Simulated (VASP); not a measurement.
Input of a VASP 6.6.1 run:

File INCAR:

```
SYSTEM = SiHC
  PREC = Accurate
  ENCUT = 520
  EDIFF = 1E-7
  ISMEAR = 0
  SIGMA = 0.1
  LREAL = .FALSE.
  LASPH = .TRUE.
  NELM = 100
  ALGO = Normal
  ISIF = 2
  LWAVE = .FALSE.
  LCHARG = .FALSE.
  GGA = PE
  NBANDS = 18
```

File KPOINTS:

```
regular mesh
0
G
  6 6 4
  0 0 0
```

File POSCAR:

```
SiHC
1.0
    3.5187899681      0.0000000000      0.0000000000
    0.0000000000      3.5187899681      0.0000000000
    0.0000000000      0.0000000000      4.2803747420
Si H C
2 2 2
Direct
    0.5000000000      0.0000000000      0.5000000000
    0.0000000000      0.5000000000      0.0000000000
    0.0000000000      0.0000000000      0.7500000000
    0.0000000000      0.0000000000      0.2500000000
    0.5000000000      0.5000000000      0.0000000000
    0.5000000000      0.5000000000      0.5000000000
```

Potentials or basis: VASP PAW PBE potentials, release 64 (Si, H, C).

Launch:

```bash
$ cat potpaw_PBE.64/Si/POTCAR potpaw_PBE.64/H/POTCAR potpaw_PBE.64/C/POTCAR > POTCAR
$ mpirun -np 1 vasp_std > vasp.out
```

(1) What does it give for the pressure?

(2) Estimate the band gap on the k mesh.

Results:

(1) 0.0 GPa.

(2) zero (bands 9 and 10 overlap by 1.72 eV).

Caveat: the k points lie up to 0.37 Å⁻¹ apart, too coarse for converged energies and pressures of a metal.
